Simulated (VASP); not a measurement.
A run of VASP 6.6.1:

The input POSCAR:

```
WSe
1.0
    0.0000000000      3.1021847864      3.1021847864
    3.1021847864      0.0000000000      3.1021847864
    3.1021847864      3.1021847864      0.0000000000
W Se
1 1
Direct
    0.0000000000      0.0000000000      0.0000000000
    0.2500000000      0.2500000000      0.2500000000
```

The input INCAR.step1:

```
ALGO = Normal ; EDIFF = 1E-4
ENCUT = 520 ; GGA = PE
ISMEAR = 0 ; ISPIN = 2
LASPH = True ; LCHARG = False
LDAU = True ; LDAUJ = 0 0
LDAUL = 2 -1 ; LDAUTYPE = 2
LDAUU = 6.2 0 ; LMAXMIX = 4
LREAL = False ; LWAVE = True
MAGMOM = 2.5 0 ; NBANDS = 21
NELM = 150 ; PREC = Accurate
SIGMA = 0.1
```

The input INCAR.step2:

```
ALGO = Normal ; EDIFF = 1E-6
ENCUT = 520 ; ISIF = 2
ISMEAR = 0 ; ISPIN = 2
ISTART = 1 ; LASPH = True
LCHARG = False ; LDAU = True
LDAUJ = 0 0 ; LDAUL = 2 -1
LDAUPRINT = 1 ; LDAUTYPE = 2
LDAUU = 6.2 0 ; LMAXMIX = 4
LMIXTAU = True ; LORBIT = 11
LREAL = False ; LWAVE = False
MAGMOM = 2.5 0 ; METAGGA = R2SCAN
NBANDS = 21 ; NELM = 150
PREC = Accurate ; SIGMA = 0.1
```

The input KPOINTS:

```
k-points
0
Gamma
  12 12 12
```

Potentials or basis: VASP PAW PBE potentials, release 64 (W_sv, Se).

Command:

```bash
$ cat potpaw_PBE.64/W_sv/POTCAR potpaw_PBE.64/Se/POTCAR > POTCAR
$ cp INCAR.step1 INCAR
$ mpirun -np 1 vasp_std > vasp.out
$ cp INCAR.step2 INCAR
$ mpirun -np 1 vasp_std > vasp.out
```

Hardware: 1 thread of Intel(R) Xeon(R) 6975P-C (Granite Rapids), with other jobs on the host.

How long does it take, and how much memory?

Wall time 3.7 min on 1 thread of Intel(R) Xeon(R) 6975P-C (Granite Rapids), with other jobs on the host, peak memory 0.35 GiB. Counts: k points 72.
